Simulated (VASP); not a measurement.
Wanted: the native input for a VASP 6.6.1 run.

```yaml
Task: single point
Functional: PBE
Potentials_or_basis: VASP PAW PBE potentials, release 64 (La)
Cutoff: 520 eV
k_mesh: 12 × 12 × 11
Occupations: fermi-dirac, width 0.08 eV
Spin: no spin polarisation
Dipole_correction: no
Further_INCAR_settings: ALGO = Normal; EDIFF = 1e-07; NBANDS = 12
```

The structure of La lies in POSCAR:

```
La
1.0
    3.1639065669      0.0000000000      0.0000000000
   -1.5819532834      2.7400234621      0.0000000000
    0.0000000000      0.0000000000      2.9833622072
La
1
Direct
    0.0000000000      0.0000000000      0.0000000000
```

The input as run:

INCAR

```
SYSTEM = La
ALGO = Normal ; EDIFF = 1E-7
ENCUT = 520 ; GGA = PE
ISIF = 2 ; ISMEAR = -1
LASPH = .True. ; LCHARG = .False.
LREAL = .False. ; LWAVE = .False.
NBANDS = 12 ; NELM = 100
PREC = Accurate ; SIGMA = 0.08
```

KPOINTS

```
k-points
0
Gamma
  12 12 11
  0 0 0
```

Potentials or basis: VASP PAW PBE potentials, release 64 (La).

Run with:

```bash
$ cat potpaw_PBE.64/La/POTCAR > POTCAR
$ mpirun -np 1 vasp_std > vasp.out
```

Results of the run:

* Pressure: 14.6 GPa

Wall time 32 s on 1 thread of Intel(R) Xeon(R) Platinum 8375C CPU @ 2.90GHz (Ice Lake), on a shared host, peak memory 0.17 GiB.
